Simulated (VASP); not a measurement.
# Bi2Te3 (R-3m) in VASP: a series of runs

Bi2Te3 is run at these levels: PBE+D3(BJ), PBEsol, PBE; tasks: relaxation of shape and atoms at fixed volume, relaxation of cell and atoms.

Everything below comes from runs of VASP 6.6.1. Logs are shortened: lines on timing, memory, paths and dates and some standing lists are left out, and cuts for length are marked.

**What was measured.**

From “Vacancy and Antisite-Induced Ferromagnetism in Liquid-Phase Exfoliated Bi2Te3”, 2024, arxiv:2412.10539, for a bulk crystal of Bi2Te3: band gap 0.17 eV.

The results are compared with them further down.

**1. The cell of the first run**

Symmetry: R-3m, No. 166, trigonal system. The conventional cell has a = 4.386 Å, b = 4.386 Å, c = 30.276 Å, α = 90.00°, β = 90.00°, γ = 120.00°. Within 4.0 Å of Bi (site symmetry 3m) lie 6 Te at 3.07 to 3.24 Å. Within 4.6 Å of Te (site symmetry -3m) lie 6 Bi at 3.24 Å and 12 Te at 4.39 to 4.53 Å. Te (site symmetry 3m) has 3 Bi at 3.07 Å and 3 Te at 3.61 Å within 4.0 Å.

**2. Relaxation of shape and atoms at fixed volume, PBE+D3(BJ)**

File INCAR:

```
SYSTEM = Bi2Te3
PREC = Accurate
ENCUT = 600
EDIFF = 1E-7
ISMEAR = 0
SIGMA = 0.03
LREAL = .False.
LASPH = .True.
NELM = 80
ALGO = Fast
ISIF = 4
LWAVE = .False.
LCHARG = .False.
GGA = PE
IVDW = 12
IBRION = 2
NSW = 40
EDIFFG = -0.01
```

File KPOINTS:

```
regular mesh
0
Gamma
  7 7 7
  0 0 0
```

File POSCAR:

```
Bi2Te3                                  
1.0
    2.1930674999      1.2661681114     10.0919282338
   -2.1930674999      1.2661681114     10.0919282338
    0.0000000000     -2.5323362229     10.0919282338
  Bi              Te            
     2     3
Direct
     0.4001245877623609    0.4001245877623609    0.4001245877623609
     0.5998754122376390    0.5998754122376390    0.5998754122376390
     0.0000000000000000    0.0000000000000000    0.0000000000000000
     0.2092503255772209    0.2092503255772209    0.2092503255772209
     0.7907496744227791    0.7907496744227791    0.7907496744227791
```

Potentials or basis: VASP PAW PBE potentials, release 64 (Bi_d, Te).

On the command line:

```bash
> cat potpaw_PBE.64/Bi_d/POTCAR potpaw_PBE.64/Te/POTCAR > POTCAR
> mpirun -np 1 vasp_std > vasp.out
```

OUTCAR:

```text
SYSTEM = Bi2Te3
   PREC = Accurate
   ENCUT = 600
   EDIFF = 1E-7
   ISMEAR = 0
   LREAL = .False.
   LASPH = .True.
   NELM = 80
   ISIF = 4
   GGA = PE
   IVDW = 12
   IBRION = 2
   NSW = 40
   EDIFFG = -0.01
 IVDW          = 12

 ion  position               nearest neighbor table
   1  0.400  0.400  0.400-   5 3.07   5 3.07   5 3.07   3 3.24   3 3.24   3 3.24
   2  0.600  0.600  0.600-   4 3.07   4 3.07   4 3.07   3 3.24   3 3.24   3 3.24
   3  0.000  0.000  0.000-   2 3.24   2 3.24   1 3.24   1 3.24   2 3.24   1 3.24
   4  0.209  0.209  0.209-   2 3.07   2 3.07   2 3.07   5 3.61   5 3.61   5 3.61
   5  0.791  0.791  0.791-   1 3.07   1 3.07   1 3.07   4 3.61   4 3.61   4 3.61

  LATTYP: Found a trigonal (rhomboedric) cell.
 ALAT       =    10.4047941941
 COS(alpha) =     0.9111480415

  Lattice vectors:

 A1 = (   2.1930674999,   1.2661681114,  10.0919282338)
 A2 = (  -2.1930674999,   1.2661681114,  10.0919282338)
 A3 = (   0.0000000000,  -2.5323362229,  10.0919282338)

Analysis of symmetry for initial positions (statically):
=====================================================================
 Subroutine PRICEL returns:
 Original cell was already a primitive cell.

 Routine SETGRP: Setting up the symmetry group for a
 trigonal (rhombohedral) supercell.

 Subroutine GETGRP returns: Found 12 space group operations
 (whereof 12 operations were pure point group operations)
 out of a pool of 12 trial point group operations.

The static configuration has the point symmetry D_3d.

Analysis of symmetry for dynamics (positions and initial velocities):
=====================================================================
 Subroutine PRICEL returns:
 Original cell was already a primitive cell.

 Routine SETGRP: Setting up the symmetry group for a
 trigonal (rhombohedral) supercell.

 Subroutine GETGRP returns: Found 12 space group operations
 (whereof 12 operations were pure point group operations)
 out of a pool of 12 trial point group operations.

The dynamic configuration has the point symmetry D_3d.

 Subroutine INISYM returns: Found 12 space group operations
 (whereof 12 operations are pure point group operations),
 and found     1 'primitive' translations

----------------------------------------------------------------------------------------

                                     Primitive cell

  volume of cell :     168.1391

  direct lattice vectors                    reciprocal lattice vectors
     2.193067500  1.266168111 10.091928234     0.227991159  0.131630757  0.033029697
    -2.193067500  1.266168111 10.091928234    -0.227991159  0.131630757  0.033029697
     0.000000000 -2.532336223 10.091928234     0.000000000 -0.263261513  0.033029697

  length of vectors
    10.404794194 10.404794194 10.404794194     0.265325433  0.265325433  0.265325433

  position of ions in fractional coordinates (direct lattice)
     0.400124588  0.400124588  0.400124588
     0.599875412  0.599875412  0.599875412
     0.000000000  0.000000000  0.000000000
     0.209250326  0.209250326  0.209250326
     0.790749674  0.790749674  0.790749674

  ion indices of the primitive-cell ions
   primitive index   ion index
                 1           1
                 2           2
                 3           3
                 4           4
                 5           5

----------------------------------------------------------------------------------------

 KPOINTS: regular mesh

Automatic generation of k-mesh.
 Grid dimensions read from file:
 generate k-points for:    7    7    7

 Generating k-lattice:

  Cartesian coordinates                     Fractional coordinates (reciprocal lattice)
     0.032570166  0.018804394  0.004718528     0.142857143 -0.000000000 -0.000000000
    -0.032570166  0.018804394  0.004718528    -0.000000000  0.142857143 -0.000000000
     0.000000000 -0.037608788  0.004718528    -0.000000000 -0.000000000  0.142857143

  Length of vectors
     0.037903633  0.037903633  0.037903633

  Shift w.r.t. Gamma in fractional coordinates (k-lattice)
     0.000000000  0.000000000  0.000000000

 Subroutine IBZKPT returns following result:
 ===========================================

 Found     44 irreducible k-points:

 Following reciprocal coordinates:
            Coordinates               Weight
  0.000000  0.000000  0.000000      1.000000
  0.142857  0.000000  0.000000      6.000000
  0.285714 -0.000000 -0.000000      6.000000
  0.428571  0.000000 -0.000000      6.000000
  0.142857  0.142857  0.000000      6.000000
  0.285714  0.142857 -0.000000     12.000000
[... 16 lines left out ...]
  0.285714  0.285714  0.142857      6.000000
  0.428571  0.285714  0.142857     12.000000
 [... further k-points ...]
   k-points           NKPTS =     44   k-points in BZ     NKDIM =     44   number of bands    NBANDS=     28
   number of dos      NEDOS =    301   number of ions     NIONS =      5
   total plane-waves  NPLWV = 592704
   dimension x,y,z NGX =    84 NGY =   84 NGZ =   84
   dimension x,y,z NGXF=   168 NGYF=  168 NGZF=  168
   ions per type =               2   3
   NGX,Y,Z   is equivalent  to a cutoff of  13.42, 13.42, 13.42 a.u.
   NGXF,Y,Z  is equivalent  to a cutoff of  26.84, 26.84, 26.84 a.u.
 SYSTEM =  Bi2Te3
   PREC   = accura    normal or accurate (medium, high low for compatibility)
   ISTART =      0    job   : 0-new  1-cont  2-samecut
   ICHARG =      2    charge: 1-file 2-atom 10-const
   ISPIN  =      1    spin polarized calculation?
   LNONCOLLINEAR =      F non collinear calculations
   LSORBIT =      F    spin-orbit coupling
   LASPH  =      T    aspherical Exc in radial PAW
   ENCUT  =  600.0 eV  44.10 Ry    6.64 a.u.  20.78 20.78 20.78*2*pi/ulx,y,z
   NELM   =     80;   NELMIN=  2; NELMDL= -5     # of ELM steps
   EDIFF  = 0.1E-06   stopping-criterion for ELM
   LREAL  =      F    real-space projection
   EDIFFG = -.1E-01   stopping-criterion for IOM
   NSW    =     40    number of steps for IOM
   IBRION =      2    ionic relax: 0-MD 1-quasi-New 2-CG
   NFREE  =      1    steps in history (QN), initial steepest desc. (CG)
   ISIF   =      4    stress and relaxation
   ISYM   =      2    0-nonsym 1-usesym 2-fastsym
   POTIM  = 0.5000    time-step for ionic-motion
   TEBEG  =    0.0;   TEEND  =   0.0 temperature during run
   PSTRESS=    0.0 pullay stress
   NELECT =      48.0000    total number of electrons
   NUPDOWN=      -1.0000    fix difference up-down
   EMIN   =  10.00;   EMAX   =-10.00  energy-range for DOS
   EFERMI =   0.00;   METHOD = LEGACY
   ISMEAR =     0;   SIGMA  =   0.03  broadening in eV -4-tet -1-fermi 0-gaus
   EFERMI_NEDOS =   21; number of points for ismear=-14 and -15
   IALGO  =     68    algorithm
   IMIX   =      4    mixing-type and parameters
     AMIX     =   0.40;   BMIX     =  1.00
     AMIX_MAG =   1.60;   BMIX_MAG =  1.00
  volume/ion in A,a.u.               =      33.63       226.93
  Fermi-wavevector in a.u.,A,eV,Ry     =   1.077951  2.037032 15.809673  1.161978
  Thomas-Fermi vector in A             =   2.213876
   LORBIT       =      0    0 simple, 1 ext, 2 COOP (PROOUT), +10 PAW based schemes
   GGA     = PE    functional components
   LHFCALC =     F    Hartree Fock is set to
   AEXX    =    0.0000 exact exchange contribution
   IVDW    =    12    specifies the selected vdW correction
   LEPSILON=     F    determine dielectric tensor
   LRPA    =     F    only Hartree local field effects (RPA)
 conjugate gradient relaxation of ions
 non-spin polarized calculation
 RMM-DIIS sequential band-by-band and
 Gauss-broadening in eV      SIGMA  =   0.03
  energy-cutoff  :      600.00
  volume of cell :      168.14
 maximum number of plane-waves:      5630
   NGX = 41   NGY = 41   NGZ = 41

 number of electron      47.9999999 magnetization

 Free energy of the ion-electron system (eV)
  ---------------------------------------------------
  ext. energy  EPLUGINS =         0.00000000
  ---------------------------------------------------
  free energy    TOTEN  =       -18.32034950 eV

  energy without entropy =      -18.32034950  energy(sigma->0) =      -18.32034950

 E-fermi :   6.4494     XC(G=0):  -9.3623

 val. band max:        6.3143725695   @ k =   0.0000   0.0000   0.0000
 cond. band min:       6.5675278334   @ k =   0.0000   0.0000   0.0000
 fundamental gap:      0.2531552640
 Fermi energy:         6.4493592993

 k-point     1 :       0.0000    0.0000    0.0000
  band No.  band energies     occupation
      1     -16.9071      2.00000
      2     -16.9071      2.00000
      3     -16.9056      2.00000
      4     -16.9056      2.00000
      5     -16.8988      2.00000
      6     -16.8974      2.00000
[... 20 lines left out ...]
     27       6.9260      0.00000
     28       8.2830      0.00000

 k-point     2 :       0.1429    0.0000    0.0000
  band No.  band energies     occupation
      1     -16.9087      2.00000
      2     -16.9070      2.00000
      3     -16.9051      2.00000
      4     -16.9036      2.00000
      5     -16.8976      2.00000
      6     -16.8964      2.00000
[... 20 lines left out ...]
     27       7.6929      0.00000
     28       8.2096      0.00000

 k-point     3 :       0.2857   -0.0000   -0.0000
  band No.  band energies     occupation
      1     -16.9132      2.00000
      2     -16.9108      2.00000
      3     -16.9024      2.00000
      4     -16.9005      2.00000
      5     -16.8989      2.00000
      6     -16.8966      2.00000
[... 20 lines left out ...]
     27       7.8644      0.00000
     28       8.9645      0.00000

 k-point     4 :       0.4286    0.0000   -0.0000
  band No.  band energies     occupation
      1     -16.9171      2.00000
      2     -16.9142      2.00000
      3     -16.9019      2.00000
      4     -16.9005      2.00000
      5     -16.8992      2.00000
      6     -16.8981      2.00000
[... 578 lines left out ...]
     27       8.3399      0.00000
     28       8.8497      0.00000

 k-point    23 :       0.2857    0.2857    0.1429
  band No.  band energies     occupation
      1     -16.9088      2.00000
      2     -16.9070      2.00000
      3     -16.9051      2.00000
      4     -16.9036      2.00000
      5     -16.8976      2.00000
      6     -16.8964      2.00000
[... 20 lines left out ...]
     27       7.4760      0.00000
     28       8.5467      0.00000

 k-point    24 :       0.4286    0.2857    0.1429
  band No.  band energies     occupation
      1     -16.9107      2.00000
      2     -16.9092      2.00000
      3     -16.9029      2.00000
      4     -16.9028      2.00000
      5     -16.8969      2.00000
      6     -16.8966      2.00000
[... 20 lines left out ...]
     27       8.1530      0.00000
     28       8.6381      0.00000

 [... further k-points ...]

------------------------ aborting loop because EDIFF is reached ----------------------------------------

 Edisp (eV)   -2.25482

 E8    (eV) :    -1.0703

  FORCE on cell =-STRESS in cart. coord.  units (eV):
  Direction    XX          YY          ZZ          XY          YZ          ZX
  --------------------------------------------------------------------------------------
  -------------------------------------------------------------------------------------
  Total       0.01147     0.01147     0.00291     0.00000    -0.00000     0.00000
  in kB       0.10934     0.10934     0.02768     0.00000    -0.00000     0.00000
  external pressure =        0.08 kB  Pullay stress =        0.00 kB

 VOLUME and BASIS-vectors are now :
 -----------------------------------------------------------------------------
  energy-cutoff  :      600.00
  volume of cell :      168.14
      direct lattice vectors                 reciprocal lattice vectors
     2.193067500  1.266168111 10.091928234     0.227991159  0.131630757  0.033029697
    -2.193067500  1.266168111 10.091928234    -0.227991159  0.131630757  0.033029697
     0.000000000 -2.532336223 10.091928234     0.000000000 -0.263261513  0.033029697

 POSITION                                       TOTAL-FORCE (eV/Angst)
 -----------------------------------------------------------------------------------
      0.00000     -0.00000     12.11409         0.000000     -0.000000      0.004740
      0.00000     -0.00000     18.16170         0.000000      0.000000     -0.004740
      0.00000      0.00000      0.00000         0.000000     -0.000000      0.000000
      0.00000     -0.00000      6.33522         0.000000      0.000000     -0.003999
      0.00000     -0.00000     23.94057         0.000000     -0.000000      0.003999
 -----------------------------------------------------------------------------------
    total drift:                                0.000000     -0.000000      0.000000

  FREE ENERGIE OF THE ION-ELECTRON SYSTEM (eV)
  ---------------------------------------------------
  free  energy   TOTEN  =       -20.5751663428 eV

  energy  without entropy=      -20.5751663428  energy(sigma->0) =      -20.57516634

 reached required accuracy - stopping structural energy minimisation
```

Wall time 14 min (1 thread of Intel Xeon 6975P-C (Granite Rapids), shared host); peak memory 1.2 GiB.

What came out:

```
Free energy                  : -20.5752 eV
Pressure after relaxing      : 0.0 GPa
Largest force after relaxing : 0.005 eV/Å
Band gap on the k mesh       : 0.25 eV
Dispersion energy per atom   : -0.451 eV
```

Forces on the atoms (eV/Å):
```
Bi   0.000  0.000  0.005
Bi   0.000  0.000 -0.005
Te   0.000  0.000  0.000
Te   0.000  0.000 -0.004
Te   0.000  0.000  0.004
```

Final structure:
```yaml
crystal:
  lattice:
    - [2.19307, 1.26617, 10.09193]
    - [-2.19307, 1.26617, 10.09193]
    - [0.00000, -2.53234, 10.09193]
  atoms:
    - { symbol: Bi, position: [0.40012, 0.40012, 0.40012] }
    - { symbol: Bi, position: [0.59988, 0.59988, 0.59988] }
    - { symbol: Te, position: [0.00000, 0.00000, 0.00000] }
    - { symbol: Te, position: [0.20925, 0.20925, 0.20925] }
    - { symbol: Te, position: [0.79075, 0.79075, 0.79075] }
```

Caveat: the relaxation stopped at its first step, so nothing moved; spin-orbit coupling is left out, which moves the levels of the heavy elements; an odd mesh through Γ misses points on the zone boundary, where band edges can lie.

(Continued in part 2 of 3.)
